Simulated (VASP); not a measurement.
# AlRu (WC type) (P-6m2) in VASP: notebook

AlRu (WC type) is run at these levels: PBE; tasks: single point, relaxation of shape and atoms at fixed volume.

Everything below comes from runs of VASP 6.6.1. Logs are shortened: lines on timing, memory, paths and dates and some standing lists are left out, and cuts for length are marked.

## (1) The cell of the first run

The structure is hexagonal, space group P-6m2 (No. 187). Conventional cell: a = 2.896 Å, b = 2.896 Å, c = 3.892 Å, α = 90.00°, β = 90.00°, γ = 120.00°. Ru (site symmetry -6m2) has 6 Al at 2.57 Å and 6 Ru at 2.90 Å within 3.4 Å. Al (site symmetry -6m2) has 6 Ru at 2.57 Å and 6 Al at 2.90 Å within 3.4 Å.

## (2) Single point, PBE

File INCAR:

```
PREC = Accurate ; ENCUT = 520
EDIFF = 1E-7 ; ISMEAR = -1
SIGMA = 0.05 ; LREAL = False
LASPH = True ; NELM = 100
ALGO = Normal ; ISIF = 2
LWAVE = False ; LCHARG = True
GGA = PE ; LELF = True
LVHAR = True ; NBANDS = 16
```

File KPOINTS:

```
Automatic mesh
0
Gamma
  13 13 12
```

File POSCAR:

```
AlRu
1.0
    2.8955344505      0.0000000000      0.0000000000
   -1.4477672252      2.5076063916      0.0000000000
    0.0000000000      0.0000000000      3.8924381045
Ru Al
1 1
Direct
    0.0000000000      0.0000000000      0.0000000000
    0.3333333333      0.6666666667      0.5000000000
```

Potentials or basis: VASP PAW PBE potentials, release 64 (Ru_pv, Al).

Run with:

```console
$ cat potpaw_PBE.64/Ru_pv/POTCAR potpaw_PBE.64/Al/POTCAR > POTCAR
$ mpirun -np 1 vasp_std > vasp.out
```

OUTCAR:

```text
PREC = Accurate
   ENCUT = 520
   EDIFF = 1E-7
   ISMEAR = -1
   LREAL = False
   LASPH = True
   NELM = 100
   ISIF = 2
   GGA = PE

 ion  position               nearest neighbor table
   1  0.000  0.000  0.000-   2 2.57   2 2.57   2 2.57   2 2.57   2 2.57   2 2.57
   2  0.333  0.667  0.500-   1 2.57   1 2.57   1 2.57   1 2.57   1 2.57   1 2.57

  LATTYP: Found a hexagonal cell.
 ALAT       =     2.8955344505
 C/A-ratio  =     1.3442900339

  Lattice vectors:

 A1 = (   2.8955344505,   0.0000000000,   0.0000000000)
 A2 = (  -1.4477672252,   2.5076063916,   0.0000000000)
 A3 = (   0.0000000000,   0.0000000000,   3.8924381045)

Analysis of symmetry for initial positions (statically):
=====================================================================
 Subroutine PRICEL returns:
 Original cell was already a primitive cell.

 Routine SETGRP: Setting up the symmetry group for a
 hexagonal supercell.

 Subroutine GETGRP returns: Found 12 space group operations
 (whereof 12 operations were pure point group operations)
 out of a pool of 24 trial point group operations.

The static configuration has the point symmetry D_3h.

Analysis of symmetry for dynamics (positions and initial velocities):
=====================================================================
 Subroutine PRICEL returns:
 Original cell was already a primitive cell.

 Routine SETGRP: Setting up the symmetry group for a
 hexagonal supercell.

 Subroutine GETGRP returns: Found 12 space group operations
 (whereof 12 operations were pure point group operations)
 out of a pool of 24 trial point group operations.

The dynamic configuration has the point symmetry D_3h.

 Subroutine INISYM returns: Found 12 space group operations
 (whereof 12 operations are pure point group operations),
 and found     1 'primitive' translations

----------------------------------------------------------------------------------------

                                     Primitive cell

  volume of cell :      28.2625

  direct lattice vectors                    reciprocal lattice vectors
     2.895534451  0.000000000  0.000000000     0.345359386  0.199393334  0.000000000
    -1.447767225  2.507606392  0.000000000     0.000000000  0.398786669  0.000000000
     0.000000000  0.000000000  3.892438105     0.000000000  0.000000000  0.256908388

  length of vectors
     2.895534451  2.895534450  3.892438105     0.398786669  0.398786669  0.256908388

  position of ions in fractional coordinates (direct lattice)
     0.000000000  0.000000000  0.000000000
     0.333333333  0.666666667  0.500000000

  ion indices of the primitive-cell ions
   primitive index   ion index
                 1           1
                 2           2

----------------------------------------------------------------------------------------

 KPOINTS: Automatic mesh

Automatic generation of k-mesh.
 Grid dimensions read from file:
 generate k-points for:   13   13   12

 Generating k-lattice:

  Cartesian coordinates                     Fractional coordinates (reciprocal lattice)
     0.026566107  0.015337949  0.000000000     0.076923077  0.000000000  0.000000000
     0.000000000  0.030675898  0.000000000     0.000000000  0.076923077  0.000000000
     0.000000000  0.000000000  0.021409032     0.000000000  0.000000000  0.083333333

  Length of vectors
     0.030675898  0.030675898  0.021409032

  Shift w.r.t. Gamma in fractional coordinates (k-lattice)
     0.000000000  0.000000000  0.000000000

 Subroutine IBZKPT returns following result:
 ===========================================

 Found    147 irreducible k-points:

 Following reciprocal coordinates:
            Coordinates               Weight
  0.000000  0.000000  0.000000      1.000000
  0.076923  0.000000  0.000000      6.000000
  0.153846  0.000000  0.000000      6.000000
  0.230769  0.000000  0.000000      6.000000
  0.307692  0.000000  0.000000      6.000000
  0.384615  0.000000  0.000000      6.000000
[... 16 lines left out ...]
  0.076923  0.000000  0.083333     12.000000
  0.153846  0.000000  0.083333     12.000000
 [... further k-points ...]
   k-points           NKPTS =    147   k-points in BZ     NKDIM =    147   number of bands    NBANDS=     16
   number of dos      NEDOS =    301   number of ions     NIONS =      2
   total plane-waves  NPLWV =  17280
   dimension x,y,z NGX =    24 NGY =   24 NGZ =   30
   dimension x,y,z NGXF=    48 NGYF=   48 NGZF=   60
   ions per type =               1   1
   NGX,Y,Z   is equivalent  to a cutoff of  13.78, 13.78, 12.81 a.u.
   NGXF,Y,Z  is equivalent  to a cutoff of  27.56, 27.56, 25.63 a.u.
 SYSTEM =  unknown system
   PREC   = accura    normal or accurate (medium, high low for compatibility)
   ISTART =      0    job   : 0-new  1-cont  2-samecut
   ICHARG =      2    charge: 1-file 2-atom 10-const
   ISPIN  =      1    spin polarized calculation?
   LNONCOLLINEAR =      F non collinear calculations
   LSORBIT =      F    spin-orbit coupling
   LASPH  =      T    aspherical Exc in radial PAW
   ENCUT  =  520.0 eV  38.22 Ry    6.18 a.u.   5.38  5.38  7.24*2*pi/ulx,y,z
   NELM   =    100;   NELMIN=  2; NELMDL= -5     # of ELM steps
   EDIFF  = 0.1E-06   stopping-criterion for ELM
   LREAL  =      F    real-space projection
   EDIFFG = 0.1E-05   stopping-criterion for IOM
   NSW    =      0    number of steps for IOM
   IBRION =     -1    ionic relax: 0-MD 1-quasi-New 2-CG
   NFREE  =      0    steps in history (QN), initial steepest desc. (CG)
   ISIF   =      2    stress and relaxation
   ISYM   =      2    0-nonsym 1-usesym 2-fastsym
   POTIM  = 0.5000    time-step for ionic-motion
   TEBEG  =    0.0;   TEEND  =   0.0 temperature during run
   PSTRESS=    0.0 pullay stress
   NELECT =      17.0000    total number of electrons
   NUPDOWN=      -1.0000    fix difference up-down
   EMIN   =  10.00;   EMAX   =-10.00  energy-range for DOS
   EFERMI =   0.00;   METHOD = LEGACY
   ISMEAR =    -1;   SIGMA  =   0.05  broadening in eV -4-tet -1-fermi 0-gaus
   EFERMI_NEDOS =   21; number of points for ismear=-14 and -15
   IALGO  =     38    algorithm
   IMIX   =      4    mixing-type and parameters
     AMIX     =   0.40;   BMIX     =  1.00
     AMIX_MAG =   1.60;   BMIX_MAG =  1.00
  volume/ion in A,a.u.               =      14.13        95.36
  Fermi-wavevector in a.u.,A,eV,Ry     =   1.381936  2.611480 25.983679  1.909747
  Thomas-Fermi vector in A             =   2.506674
   LORBIT       =      0    0 simple, 1 ext, 2 COOP (PROOUT), +10 PAW based schemes
   GGA     = PE    functional components
   LHFCALC =     F    Hartree Fock is set to
   AEXX    =    0.0000 exact exchange contribution
   IVDW    =     0    specifies the selected vdW correction
   LEPSILON=     F    determine dielectric tensor
   LRPA    =     F    only Hartree local field effects (RPA)
 non-spin polarized calculation
  energy-cutoff  :      520.00
  volume of cell :       28.26
 maximum number of plane-waves:       806
 NGX is ok and might be reduce to    24
   NGX = 11   NGY = 11   NGZ = 15

 number of electron      17.0000002 magnetization

 Free energy of the ion-electron system (eV)
  ---------------------------------------------------
  ext. energy  EPLUGINS =         0.00000000
  ---------------------------------------------------
  free energy    TOTEN  =       -13.91328807 eV

  energy without entropy =      -13.90139839  energy(sigma->0) =      -13.90734323

 E-fermi :  10.1946     XC(G=0): -12.2748

 val. band max:       10.1887413619   @ k =   0.1538   0.1538   0.3333
 cond. band min:      10.1996148823   @ k =   0.2308   0.0769   0.3333
 fundamental gap:      0.0108735204
 Fermi energy:        10.1946253561

 k-point     1 :       0.0000    0.0000    0.0000
  band No.  band energies     occupation
      1     -31.8271      2.00000
      2     -31.8271      2.00000
      3     -31.8254      2.00000
      4       0.4769      2.00000
      5       6.1599      2.00000
      6       8.5110      2.00000
[... 8 lines left out ...]
     15      23.2594      0.00000
     16      23.9660      0.00000

 k-point     2 :       0.0769    0.0000    0.0000
  band No.  band energies     occupation
      1     -31.8497      2.00000
      2     -31.8325      2.00000
      3     -31.8222      2.00000
      4       0.6265      2.00000
      5       6.2835      2.00000
      6       8.3830      2.00000
[... 8 lines left out ...]
     15      23.0369      0.00000
     16      24.9395      0.00000

 k-point     3 :       0.1538    0.0000    0.0000
  band No.  band energies     occupation
      1     -31.9121      2.00000
      2     -31.8474      2.00000
      3     -31.8132      2.00000
      4       1.0660      2.00000
      5       6.5973      2.00000
      6       8.0863      2.00000
[... 8 lines left out ...]
     15      22.8867      0.00000
     16      25.2994      0.00000

 k-point     4 :       0.2308    0.0000    0.0000
  band No.  band energies     occupation
      1     -31.9993      2.00000
      2     -31.8684      2.00000
      3     -31.8005      2.00000
      4       1.7676      2.00000
      5       6.8330      2.00000
      6       7.7085      2.00000
[... 8 lines left out ...]
     15      22.6320      0.00000
     16      23.9225      0.00000
[... 324 lines left out ...]
 k-point    22 :       0.0000    0.0000    0.0833
  band No.  band energies     occupation
      1     -31.8271      2.00000
      2     -31.8271      2.00000
      3     -31.8264      2.00000
      4       0.5580      2.00000
      5       6.1098      2.00000
      6       8.5139      2.00000
[... 8 lines left out ...]
     15      23.3091      0.00000
     16      23.8142      0.00000

 k-point    23 :       0.0769    0.0000    0.0833
  band No.  band energies     occupation
      1     -31.8497      2.00000
      2     -31.8325      2.00000
      3     -31.8232      2.00000
      4       0.7065      2.00000
      5       6.2344      2.00000
      6       8.3868      2.00000
[... 8 lines left out ...]
     15      23.0601      0.00000
     16      24.8127      0.00000

 k-point    24 :       0.1538    0.0000    0.0833
  band No.  band energies     occupation
      1     -31.9121      2.00000
      2     -31.8474      2.00000
      3     -31.8142      2.00000
      4       1.1422      2.00000
      5       6.5511      2.00000
      6       8.0930      2.00000
[... 8 lines left out ...]
     15      22.8423      0.00000
     16      25.0265      0.00000

 [... further k-points ...]

------------------------ aborting loop because EDIFF is reached ----------------------------------------

  FORCE on cell =-STRESS in cart. coord.  units (eV):
  Direction    XX          YY          ZZ          XY          YZ          ZX
  --------------------------------------------------------------------------------------
  -------------------------------------------------------------------------------------
  Total       -0.0049176     -0.0049176     -0.0119072     -0.0000000      0.0000000      0.0000000
  in kB       -0.2787729     -0.2787729     -0.6750118     -0.0000000      0.0000000      0.0000000
  external PRESSURE =      -0.4108525 kB  Pullay stress =       0.0000000 kB

 VOLUME and BASIS-vectors are now :
 -----------------------------------------------------------------------------
  energy-cutoff  :      520.00
  volume of cell :       28.26
      direct lattice vectors                 reciprocal lattice vectors
     2.895534451  0.000000000  0.000000000     0.345359386  0.199393334  0.000000000
    -1.447767225  2.507606392  0.000000000     0.000000000  0.398786669  0.000000000
     0.000000000  0.000000000  3.892438105     0.000000000  0.000000000  0.256908388

 POSITION                                       TOTAL-FORCE (eV/Angst)
 -----------------------------------------------------------------------------------
      0.00000      0.00000      0.00000        -0.000000      0.000000      0.000000
     -0.00000      1.67174      1.94622         0.000000     -0.000000      0.000000
 -----------------------------------------------------------------------------------
    total drift:                                0.000000     -0.000000      0.000000

  FREE ENERGIE OF THE ION-ELECTRON SYSTEM (eV)
  ---------------------------------------------------
  free  energy   TOTEN  =       -13.9132880701 eV

  energy  without entropy=      -13.9013983931  energy(sigma->0) =      -13.90734323
```

It took 64 s on 1 thread of AMD EPYC 7R43 (Zen 3), shared host; peak memory 0.16 GiB.

What came out:

```yaml
Free_energy: -13.9133 eV
Pressure: 0.0 GPa
```

[end of part 1 of 2]
